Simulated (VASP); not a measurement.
A run of VASP 6.6.1 is set up as follows.

The input INCAR:

```
PREC = Accurate ; ENCUT = 500
EDIFF = 1E-6 ; ISMEAR = 0
SIGMA = 0.2 ; LREAL = F
LASPH = T ; NELM = 120
ALGO = Normal ; ISIF = 2
LWAVE = F ; LCHARG = F
GGA = PE ; NBANDS = 20
GGA_COMPAT = F
```

The input KPOINTS:

```
Automatic mesh
0
Gamma
  6 6 5
```

File POSCAR:

```
ScW
1.0
    2.7671526525      0.0000000000      0.0000000000
    0.0000000000      2.7671526525      0.0000000000
    0.0000000000      0.0000000000      4.8070619308
Sc W
1 1
Direct
    0.5000000000      0.5000000000      0.5000000000
    0.0000000000      0.0000000000      0.0000000000
```

Potentials or basis: VASP PAW PBE potentials, release 64 (Sc_sv, W_sv).

Command:

```console
$ cat potpaw_PBE.64/Sc_sv/POTCAR potpaw_PBE.64/W_sv/POTCAR > POTCAR
$ mpirun -np 1 vasp_std > vasp.out
```

Estimate the pressure.

0.2 GPa.

Predict the band gap on the k mesh.

zero (an odd number of electrons rules out a gap without spin polarisation).

Stress tensor (GPa, compression positive):
```
0.12 0.00 0.00
0.00 0.12 0.00
0.00 0.00 0.47
```

Caveat: the k points lie up to 0.38 Å⁻¹ apart, too coarse for converged energies and pressures of a metal; spin-orbit coupling is left out, which moves the levels of the heavy elements.
